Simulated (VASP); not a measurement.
Wanted: the native input for a VASP 6.6.1 run.

* Task: single point
* Functional: revPBE
* Dispersion: D3(BJ)
* Potentials or basis: VASP PAW PBE potentials, release 64 (Ca_sv)
* Cutoff: 520 eV
* k mesh: 12 × 12 × 12
* Occupations: fermi-dirac, width 0.1 eV
* Spin: no spin polarisation
* Dipole correction: no
* Further INCAR settings: ALGO = Normal; EDIFF = 1e-06; NBANDS = 11

The structure of Ca lies in POSCAR:

```
Ca
1.0
    3.4130762121      0.0000000000      0.0000000000
    0.0000000000      3.4130762121      0.0000000000
    0.0000000000      0.0000000000      3.4130762121
Ca
1
Direct
    0.0000000000      0.0000000000      0.0000000000
```

This isn't the form of Ca at room conditions, which is fcc.

The input as run:

INCAR

```
  PREC = Accurate
  ENCUT = 520
  EDIFF = 1E-6
  ISMEAR = -1
  SIGMA = 0.1
  LREAL = False
  LASPH = True
  NELM = 60
  ALGO = Normal
  ISIF = 2
  LWAVE = False
  LCHARG = False
  GGA = RE
  IVDW = 12
  NBANDS = 11
```

KPOINTS

```
Automatic mesh
0
Gamma
  12 12 12
```

Potentials or basis: VASP PAW PBE potentials, release 64 (Ca_sv).

Launch:

```bash
$ cat potpaw_PBE.64/Ca_sv/POTCAR > POTCAR
$ mpirun -np 1 vasp_std > vasp.out
```

It gave:

* Pressure: 0.0 GPa
* Band gap on the k mesh: zero (bands 5 and 6 overlap by 1.14 eV)
* Dispersion energy per atom: -0.446 eV

Caveat: the PAW data sets were made with another functional, which shifts forces and pressure a little.

Wall time 13 s on 1 thread of Intel(R) Xeon(R) 6975P-C (Granite Rapids), with other jobs on the host, peak memory 0.18 GiB.
